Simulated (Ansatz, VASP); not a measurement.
One calculation of PbS, two programs

```
CELL_PARAMETERS angstrom
0.00000 3.01710 2.97951
3.01710 0.00000 2.97951
3.01710 3.01710 0.00000
ATOMIC_POSITIONS crystal
Pb 0.00000 0.00000 0.00000
S 0.50000 0.50000 0.50000
```

Change from the starting cell: epitaxial_xy strain +1.0%.

Alike in both runs: task single point; functional r2SCAN; k mesh 8 × 8 × 8; no spin polarisation.

```csv
,VASP,Ansatz
version,VASP 6.6.1,Ansatz 0.2.0
potentials or method,"VASP PAW PBE potentials, release 64 (Pb_d, S)","plane waves, PAW"
plane-wave cutoff (eV),520,500
occupations,"gaussian, width 0.01 eV",fixed
valence electrons in the cell,20,20
```

```tsv
	VASP	Ansatz	Ansatz less VASP
gap on the k mesh at the Fermi level (eV)	0.76	0.75	-0.009
pressure (GPa)	-1.0	-0.9	+0.02
traceless stress, the component that is largest in VASP (GPa)	0.95	0.95	-0.004
```

VASP's potentials were made for PBE, not for r2SCAN.

Spin-orbit coupling is off throughout.
